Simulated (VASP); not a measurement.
# NbAs in VASP: a series of runs

NbAs is run at these levels: PBEsol, PBE; tasks: single point.

All numbers are computed with VASP 6.6.1; they aren't measurements. Logs are shortened: lines on timing, memory, paths and dates and some standing lists are left out, and cuts for length are marked.

**1. The cell of the first run**

The structure is tetragonal, space group I4_1md (No. 109). The conventional cell has a = 3.452 Å, b = 3.452 Å, c = 11.680 Å, α = 90.00°, β = 90.00°, γ = 90.00°. Within 3.5 Å of Nb (site symmetry 2mm) lie 6 As at 2.60 to 2.63 Å and 8 Nb at 3.39 to 3.45 Å. Within 3.5 Å of As (site symmetry 2mm) lie 6 Nb at 2.60 to 2.63 Å and 8 As at 3.39 to 3.45 Å.

**2. Single point, PBEsol**

The input, INCAR:

```
ALGO = Normal
EDIFF = 1E-6
ENCUT = 520
GGA = PS
ISIF = 2
ISMEAR = 0
LASPH = True
LCHARG = False
LREAL = False
LWAVE = False
NBANDS = 26
NELM = 100
PREC = Accurate
SIGMA = 0.1
```

The input, KPOINTS:

```
k-points
0
Gamma
  8 8 8
```

The input, POSCAR:

```
NbAs
1.0
   -1.7258500000      1.7258500000      5.8400000000
    1.7258500000     -1.7258500000      5.8400000000
    1.7258500000      1.7258500000     -5.8400000000
Nb As
2 2
Direct
    0.5000000000      0.0000000000      0.5000000000
    0.7500000000      0.7500000000      0.0000000000
    0.9160000000      0.4160000000      0.5000000000
    0.1660000000      0.1660000000      0.0000000000
```

Potentials or basis: VASP PAW PBE potentials, release 64 (Nb_sv, As).

Command:

```bash
$ cat potpaw_PBE.64/Nb_sv/POTCAR potpaw_PBE.64/As/POTCAR > POTCAR
$ mpirun -np 1 vasp_std > vasp.out
```

OUTCAR:

```text
EDIFF = 1E-6
   ENCUT = 520
   GGA = PS
   ISIF = 2
   ISMEAR = 0
   LASPH = True
   LREAL = False
   NELM = 100
   PREC = Accurate

 ion  position               nearest neighbor table
   1  0.500  0.000  0.500-   4 2.60   4 2.60   3 2.63   3 2.63   3 2.63   3 2.63
   2  0.750  0.750  0.000-   3 2.60   3 2.60   4 2.63   4 2.63   4 2.63   4 2.63
   3  0.916  0.416  0.500-   2 2.60   2 2.60   1 2.63   1 2.63   1 2.63   1 2.63
   4  0.166  0.166  0.000-   1 2.60   1 2.60   2 2.63   2 2.63   2 2.63   2 2.63

  LATTYP: Found a body centered tetragonal cell.
 ALAT       =     3.4517000000
 C/A-ratio  =     3.3838398470

  Lattice vectors:

 A1 = (  -1.7258500000,   1.7258500000,   5.8400000000)
 A2 = (   1.7258500000,  -1.7258500000,   5.8400000000)
 A3 = (   1.7258500000,   1.7258500000,  -5.8400000000)

Analysis of symmetry for initial positions (statically):
=====================================================================
 Subroutine PRICEL returns:
 Original cell was already a primitive cell.

 Routine SETGRP: Setting up the symmetry group for a
 body centered tetragonal supercell.

 Subroutine GETGRP returns: Found  8 space group operations
 (whereof  4 operations were pure point group operations)
 out of a pool of 16 trial point group operations.

The static configuration has the point symmetry C_2v.
 The point group associated with its full space group is C_4v.

Analysis of symmetry for dynamics (positions and initial velocities):
=====================================================================
 Subroutine PRICEL returns:
 Original cell was already a primitive cell.

 Routine SETGRP: Setting up the symmetry group for a
 body centered tetragonal supercell.

 Subroutine GETGRP returns: Found  8 space group operations
 (whereof  4 operations were pure point group operations)
 out of a pool of 16 trial point group operations.

The dynamic configuration has the point symmetry C_2v.
 The point group associated with its full space group is C_4v.

 Subroutine INISYM returns: Found  8 space group operations
 (whereof  4 operations are pure point group operations),
 and found     1 'primitive' translations

----------------------------------------------------------------------------------------

                                     Primitive cell

  volume of cell :      69.5791

  direct lattice vectors                    reciprocal lattice vectors
    -1.725850000  1.725850000  5.840000000     0.000000000  0.289712316  0.085616438
     1.725850000 -1.725850000  5.840000000     0.289712316  0.000000000  0.085616438
     1.725850000  1.725850000 -5.840000000     0.289712316  0.289712316  0.000000000

  length of vectors
     6.329511549  6.329511549  6.329511549     0.302098329  0.302098329  0.409715086

  position of ions in fractional coordinates (direct lattice)
     0.500000000  0.000000000  0.500000000
     0.750000000  0.750000000  0.000000000
     0.916000000  0.416000000  0.500000000
     0.166000000  0.166000000  0.000000000

  ion indices of the primitive-cell ions
   primitive index   ion index
                 1           1
                 2           2
                 3           3
                 4           4

----------------------------------------------------------------------------------------

 KPOINTS: k-points

Automatic generation of k-mesh.
 Grid dimensions read from file:
 generate k-points for:    8    8    8

 Generating k-lattice:

  Cartesian coordinates                     Fractional coordinates (reciprocal lattice)
     0.000000000  0.036214039  0.010702055     0.125000000 -0.000000000  0.000000000
     0.036214039  0.000000000  0.010702055    -0.000000000  0.125000000  0.000000000
     0.036214039  0.036214039  0.000000000     0.000000000  0.000000000  0.125000000

  Length of vectors
     0.037762291  0.037762291  0.051214386

  Shift w.r.t. Gamma in fractional coordinates (k-lattice)
     0.000000000  0.000000000  0.000000000

 Subroutine IBZKPT returns following result:
 ===========================================

 Found     59 irreducible k-points:

 Following reciprocal coordinates:
            Coordinates               Weight
  0.000000  0.000000  0.000000      1.000000
  0.125000 -0.000000  0.000000      8.000000
  0.250000 -0.000000  0.000000      8.000000
  0.375000 -0.000000  0.000000      8.000000
  0.500000 -0.000000  0.000000      4.000000
  0.125000  0.125000  0.000000      8.000000
[... 16 lines left out ...]
  0.250000  0.125000  0.125000     16.000000
  0.375000  0.125000  0.125000      8.000000
 [... further k-points ...]
   k-points           NKPTS =     59   k-points in BZ     NKDIM =     59   number of bands    NBANDS=     26
   number of dos      NEDOS =    301   number of ions     NIONS =      4
   total plane-waves  NPLWV = 110592
   dimension x,y,z NGX =    48 NGY =   48 NGZ =   48
   dimension x,y,z NGXF=    96 NGYF=   96 NGZF=   96
   ions per type =               2   2
   NGX,Y,Z   is equivalent  to a cutoff of  12.61, 12.61, 12.61 a.u.
   NGXF,Y,Z  is equivalent  to a cutoff of  25.21, 25.21, 25.21 a.u.
 SYSTEM =  unknown system
   PREC   = accura    normal or accurate (medium, high low for compatibility)
   ISTART =      0    job   : 0-new  1-cont  2-samecut
   ICHARG =      2    charge: 1-file 2-atom 10-const
   ISPIN  =      1    spin polarized calculation?
   LNONCOLLINEAR =      F non collinear calculations
   LSORBIT =      F    spin-orbit coupling
   LASPH  =      T    aspherical Exc in radial PAW
   ENCUT  =  520.0 eV  38.22 Ry    6.18 a.u.  11.77 11.77 11.77*2*pi/ulx,y,z
   NELM   =    100;   NELMIN=  2; NELMDL= -5     # of ELM steps
   EDIFF  = 0.1E-05   stopping-criterion for ELM
   LREAL  =      F    real-space projection
   EDIFFG = 0.1E-04   stopping-criterion for IOM
   NSW    =      0    number of steps for IOM
   IBRION =     -1    ionic relax: 0-MD 1-quasi-New 2-CG
   NFREE  =      0    steps in history (QN), initial steepest desc. (CG)
   ISIF   =      2    stress and relaxation
   ISYM   =      2    0-nonsym 1-usesym 2-fastsym
   POTIM  = 0.5000    time-step for ionic-motion
   TEBEG  =    0.0;   TEEND  =   0.0 temperature during run
   PSTRESS=    0.0 pullay stress
   NELECT =      36.0000    total number of electrons
   NUPDOWN=      -1.0000    fix difference up-down
   EMIN   =  10.00;   EMAX   =-10.00  energy-range for DOS
   EFERMI =   0.00;   METHOD = LEGACY
   ISMEAR =     0;   SIGMA  =   0.10  broadening in eV -4-tet -1-fermi 0-gaus
   EFERMI_NEDOS =   21; number of points for ismear=-14 and -15
   IALGO  =     38    algorithm
   IMIX   =      4    mixing-type and parameters
     AMIX     =   0.40;   BMIX     =  1.00
     AMIX_MAG =   1.60;   BMIX_MAG =  1.00
  volume/ion in A,a.u.               =      17.39       117.39
  Fermi-wavevector in a.u.,A,eV,Ry     =   1.314264  2.483599 23.501213  1.727290
  Thomas-Fermi vector in A             =   2.444529
   LORBIT       =      0    0 simple, 1 ext, 2 COOP (PROOUT), +10 PAW based schemes
   GGA     = PS    functional components
   LHFCALC =     F    Hartree Fock is set to
   AEXX    =    0.0000 exact exchange contribution
   IVDW    =     0    specifies the selected vdW correction
   LEPSILON=     F    determine dielectric tensor
   LRPA    =     F    only Hartree local field effects (RPA)
 non-spin polarized calculation
 Gauss-broadening in eV      SIGMA  =   0.10
  energy-cutoff  :      520.00
  volume of cell :       69.58
 maximum number of plane-waves:      1894
   NGX = 23   NGY = 23   NGZ = 23

 number of electron      35.9999999 magnetization

 Free energy of the ion-electron system (eV)
  ---------------------------------------------------
  ext. energy  EPLUGINS =         0.00000000
  ---------------------------------------------------
  free energy    TOTEN  =       -35.09812910 eV

  energy without entropy =      -35.09242007  energy(sigma->0) =      -35.09527459

 E-fermi :   9.5173     XC(G=0): -11.9628

 val. band max:        9.4949355025   @ k =  -0.1250   0.3750   0.1250
 cond. band min:       9.5221548949   @ k =  -0.2500   0.5000   0.2500
 fundamental gap:      0.0272193924
 Fermi energy:         9.5173486355

 k-point     1 :       0.0000    0.0000    0.0000
  band No.  band energies     occupation
      1     -45.5151      2.00000
      2     -45.4862      2.00000
      3     -21.7623      2.00000
      4     -21.6537      2.00000
      5     -21.6537      2.00000
      6     -21.4927      2.00000
[... 18 lines left out ...]
     25      13.4804      0.00000
     26      13.4810      0.00000

 k-point     2 :       0.1250   -0.0000    0.0000
  band No.  band energies     occupation
      1     -45.5125      2.00000
      2     -45.4853      2.00000
      3     -21.7525      2.00000
      4     -21.6830      2.00000
      5     -21.6509      2.00000
      6     -21.5224      2.00000
[... 18 lines left out ...]
     25      13.6649      0.00000
     26      14.0800      0.00000

 k-point     3 :       0.2500   -0.0000    0.0000
  band No.  band energies     occupation
      1     -45.5060      2.00000
      2     -45.4833      2.00000
      3     -21.7760      2.00000
      4     -21.7050      2.00000
      5     -21.6441      2.00000
      6     -21.5873      2.00000
[... 18 lines left out ...]
     25      13.9579      0.00000
     26      15.1488      0.00000

 k-point     4 :       0.3750   -0.0000    0.0000
  band No.  band energies     occupation
      1     -45.4990      2.00000
      2     -45.4818      2.00000
      3     -21.8476      2.00000
      4     -21.6915      2.00000
      5     -21.6372      2.00000
      6     -21.6295      2.00000
[... 18 lines left out ...]
     25      13.9818      0.00000
     26      15.6758      0.00000

 k-point     5 :       0.5000   -0.0000    0.0000
  band No.  band energies     occupation
      1     -45.4957      2.00000
      2     -45.4815      2.00000
      3     -21.8783      2.00000
      4     -21.7037      2.00000
      5     -21.6343      2.00000
      6     -21.6233      2.00000
[... 18 lines left out ...]
     25      14.3303      0.00000
     26      15.6197      0.00000

 k-point     6 :       0.1250    0.1250    0.0000
  band No.  band energies     occupation
      1     -45.5094      2.00000
      2     -45.4849      2.00000
      3     -21.7389      2.00000
      4     -21.6861      2.00000
      5     -21.6739      2.00000
      6     -21.5226      2.00000
[... 427 lines left out ...]
 k-point    21 :       0.5000    0.5000    0.0000
  band No.  band energies     occupation
      1     -45.4768      2.00000
      2     -45.4768      2.00000
      3     -21.8400      2.00000
      4     -21.8400      2.00000
      5     -21.6579      2.00000
      6     -21.6579      2.00000
[... 18 lines left out ...]
     25      14.8960      0.00000
     26      15.0398      0.00000

 k-point    22 :       0.1250    0.1250    0.1250
  band No.  band energies     occupation
      1     -45.4980      2.00000
      2     -45.4794      2.00000
      3     -21.7609      2.00000
      4     -21.7560      2.00000
      5     -21.6680      2.00000
      6     -21.5840      2.00000
[... 18 lines left out ...]
     25      13.7205      0.00000
     26      15.0177      0.00000

 k-point    23 :       0.2500    0.1250    0.1250
  band No.  band energies     occupation
      1     -45.4911      2.00000
      2     -45.4779      2.00000
      3     -21.8295      2.00000
      4     -21.7475      2.00000
      5     -21.6610      2.00000
      6     -21.6134      2.00000
[... 18 lines left out ...]
     25      14.0341      0.00000
     26      15.2026      0.00000

 k-point    24 :       0.3750    0.1250    0.1250
  band No.  band energies     occupation
      1     -45.4878      2.00000
      2     -45.4777      2.00000
      3     -21.8592      2.00000
      4     -21.7436      2.00000
      5     -21.6778      2.00000
      6     -21.6038      2.00000
[... 18 lines left out ...]
     25      13.9874      0.00000
     26      15.4573      0.00000

 [... further k-points ...]

------------------------ aborting loop because EDIFF is reached ----------------------------------------

  FORCE on cell =-STRESS in cart. coord.  units (eV):
  Direction    XX          YY          ZZ          XY          YZ          ZX
  --------------------------------------------------------------------------------------
  -------------------------------------------------------------------------------------
  Total       -1.1006585     -1.1006585     -0.6060042      0.0000000      0.0000000      0.0000000
  in kB      -25.3445292    -25.3445292    -13.9542744      0.0000000      0.0000000      0.0000000
  external PRESSURE =     -21.5477776 kB  Pullay stress =       0.0000000 kB

 VOLUME and BASIS-vectors are now :
 -----------------------------------------------------------------------------
  energy-cutoff  :      520.00
  volume of cell :       69.58
      direct lattice vectors                 reciprocal lattice vectors
    -1.725850000  1.725850000  5.840000000     0.000000000  0.289712316  0.085616438
     1.725850000 -1.725850000  5.840000000     0.289712316  0.000000000  0.085616438
     1.725850000  1.725850000 -5.840000000     0.289712316  0.289712316  0.000000000

 POSITION                                       TOTAL-FORCE (eV/Angst)
 -----------------------------------------------------------------------------------
      0.00000      1.72585      0.00000        -0.000000     -0.000000     -0.289590
      0.00000      0.00000      8.76000        -0.000000     -0.000000     -0.289590
      0.00000      1.72585      4.85888         0.000000     -0.000000      0.289590
      0.00000      0.00000      1.93888        -0.000000      0.000000      0.289590
 -----------------------------------------------------------------------------------
    total drift:                               -0.000000     -0.000000      0.000158

  FREE ENERGIE OF THE ION-ELECTRON SYSTEM (eV)
  ---------------------------------------------------
  free  energy   TOTEN  =       -35.0981291018 eV

  energy  without entropy=      -35.0924200688  energy(sigma->0) =      -35.09527459
```

Wall time 4 min (1 thread of AMD EPYC 7R13 (Zen 3), shared host); peak memory 0.33 GiB.

What came out:

- Free energy: -35.0981 eV
- Pressure: -2.2 GPa
- Largest force: 0.290 eV/Å
- Band gap on the k mesh: zero (bands 18 and 19 overlap by 0.03 eV)

Forces in eV/Å, atoms in the order of the input:
```
Nb   0.000  0.000 -0.290
Nb   0.000  0.000 -0.290
As   0.000  0.000  0.290
As   0.000  0.000  0.290
```

Levels at points of the mesh, in eV from the Fermi level:
```tsv
k point	band 15	band 16	band 17	band 18	band 19	band 20	band 21	band 22
(0.00, 0.00, 0.00)	-2.06	-1.69	-1.39	-1.39	0.71	1.29	2.40	3.01
(0.50, 0.00, 0.00)	-2.21	-1.90	-1.43	-0.07	0.04	1.16	2.13	2.28
(0.50, 0.50, 0.00)	-2.81	-2.81	-0.61	-0.61	2.41	2.41	2.70	2.70
(0.50, 0.50, 0.50)	-2.54	-2.54	-0.52	-0.52	0.99	0.99	1.91	1.91
```

Caveat: the PAW data sets were made with another functional, which shifts forces and pressure a little.

**3. Single point, PBEsol**

The input, INCAR:

```
SYSTEM = NbAs
  PREC = Accurate
  ENCUT = 520
  EDIFF = 1E-7
  ISMEAR = 0
  SIGMA = 0.1
  LREAL = .FALSE.
  LASPH = .TRUE.
  NELM = 100
  ALGO = Normal
  ISIF = 2
  LWAVE = .FALSE.
  LCHARG = .FALSE.
  GGA = PS
  NBANDS = 26
```

The input, KPOINTS:

```
regular mesh
0
G
  10 10 10
  0 0 0
```

POSCAR is that of step 2.

Potentials or basis: VASP PAW PBE potentials, release 64 (Nb_sv, As).

Command:

```bash
$ cat potpaw_PBE.64/Nb_sv/POTCAR potpaw_PBE.64/As/POTCAR > POTCAR
$ mpirun -np 1 vasp_std > vasp.out
```

Wall time 7.3 min (1 thread of AMD EPYC 7R13 (Zen 3), shared host); peak memory 0.38 GiB.

It converged, with:

```
Free energy            : -35.1062 eV
Pressure               : -2.2 GPa
Largest force          : 0.287 eV/Å
Band gap on the k mesh : zero (bands 18 and 19 overlap by 0.03 eV)
```

Forces in eV/Å, atoms in the order of the input:
```
Nb   0.000  0.000 -0.287
Nb   0.000  0.000 -0.287
As   0.000  0.000  0.287
As   0.000  0.000  0.287
```

Stress tensor (GPa, compression positive):
```
-2.51  0.00  0.00
 0.00 -2.51  0.00
 0.00  0.00 -1.49
```

Levels at points of the mesh, in eV from the Fermi level:
| k point | band 15 | band 16 | band 17 | band 18 | band 19 | band 20 | band 21 | band 22 |
| --- | --- | --- | --- | --- | --- | --- | --- | --- |
| (0.00, 0.00, 0.00) | -2.05 | -1.68 | -1.38 | -1.38 | 0.72 | 1.30 | 2.41 | 3.02 |
| (0.50, 0.00, 0.00) | -2.20 | -1.89 | -1.42 | -0.06 | 0.05 | 1.17 | 2.13 | 2.29 |
| (0.50, 0.50, 0.00) | -2.80 | -2.80 | -0.60 | -0.60 | 2.42 | 2.42 | 2.70 | 2.70 |
| (0.50, 0.50, 0.50) | -2.53 | -2.53 | -0.51 | -0.51 | 1.00 | 1.00 | 1.92 | 1.92 |

Caveat: the PAW data sets were made with another functional, which shifts forces and pressure a little.

**4. Single point, PBE**

The input, INCAR:

```
ALGO = Normal
EDIFF = 1E-7
ENCUT = 520
GGA = PE
ISIF = 2
ISMEAR = 0
LASPH = True
LCHARG = False
LREAL = False
LWAVE = False
NBANDS = 26
NELM = 80
PREC = Accurate
SIGMA = 0.05
```

The input, KPOINTS:

```
k-points
0
Gamma
  6 6 8
```

The input, POSCAR:

```
NbAs
1.0
   -1.7258500000      1.7258500000      5.8400000000
    1.7258500000     -1.7258500000      5.8400000000
    1.7258500000      1.7258500000     -5.8400000000
Nb As
2 2
Direct
    0.5064570000     -0.0011570000      0.5128730000
    0.7511050000      0.7596630000      0.0070210000
    0.8934080000      0.4210190000      0.4965690000
    0.1596040000      0.1701210000      0.0020040000
```

Command:

```bash
$ cat potpaw_PBE.64/Nb_sv/POTCAR potpaw_PBE.64/As/POTCAR > POTCAR
$ mpirun -np 1 vasp_std > vasp.out
```

Wall time 14 min (1 thread of AMD EPYC 7R13 (Zen 3), shared host); peak memory 0.45 GiB.

It converged, with:

* Free energy: -32.3830 eV
* Pressure: 4.2 GPa
* Largest force: 1.556 eV/Å
* Band gap on the k mesh: zero (bands 18 and 19 overlap by 0.10 eV)

Forces in eV/Å, atoms in the order of the input:
```
Nb   0.296 -0.959 -0.075
Nb   0.018 -0.011 -1.546
As  -0.365  0.661  1.360
As   0.051  0.309  0.261
```

Stress tensor (GPa, compression positive):
```
 5.08 -0.27  0.21
-0.27  1.65 -0.56
 0.21 -0.56  5.86
```

Levels at points of the mesh, in eV from the Fermi level:
```csv
k point,band 15,band 16,band 17,band 18,band 19,band 20,band 21,band 22
"(0.00, 0.00, 0.00)",-2.04,-1.74,-1.39,-1.34,0.73,1.31,2.27,2.99
"(0.50, 0.00, 0.00)",-2.19,-2.11,-1.52,0.00,0.13,0.93,2.15,2.40
"(0.00, 0.50, 0.00)",-2.10,-1.97,-1.41,-0.16,-0.01,1.15,2.00,2.16
"(0.50, 0.50, 0.00)",-2.93,-2.73,-0.72,-0.51,2.32,2.40,2.65,2.74
"(0.00, 0.00, 0.50)",-2.93,-2.73,-0.73,-0.50,2.32,2.40,2.66,2.72
"(0.50, 0.00, 0.50)",-2.03,-1.93,-1.39,-0.21,-0.04,1.18,2.02,2.14
"(0.00, 0.50, 0.50)",-2.24,-2.14,-1.49,0.06,0.20,1.11,2.14,2.44
"(0.50, 0.50, 0.50)",-2.57,-2.53,-0.53,-0.47,0.98,1.07,1.79,1.89
```

Caveat: the cell stands under pressure; forces of over 1 eV/Å act on the atoms, so gaps and moduli don't describe the material at rest.

**5. Summary**

```tsv
level	cell	k mesh	smearing	gap on the mesh (eV)	pressure (GPa)	largest force (eV/Å)
PBEsol	as given, atomic positions A	8 × 8 × 8	gaussian 0.1 eV	none	-2.2	0.29
PBEsol	as given, atomic positions A	10 × 10 × 10	gaussian 0.1 eV	none	-2.2	0.29
PBE	as given, atomic positions B	6 × 6 × 8	gaussian 0.05 eV	none	4.2	1.56
```

Alike in all rows: task single point; potentials or basis VASP PAW PBE potentials, release 64 (Nb_sv, As); no spin polarisation; cutoff (eV) 520.

The pressure there spans -2.2 GPa (PBEsol) to 4.2 GPa (PBE); a positive pressure means that this level wants a larger cell, a negative one a smaller.

Caveats: the PAW data sets were made with another functional, which shifts forces and pressure a little (at least some runs); the cell stands under pressure (at least some runs); forces of over 1 eV/Å act on the atoms, so gaps and moduli don't describe the material at rest (at least some runs).

Absolute energies hang on the potentials; compare differences alone.

The gap in the log of VASP goes by the Fermi energy; the results here count the filled bands.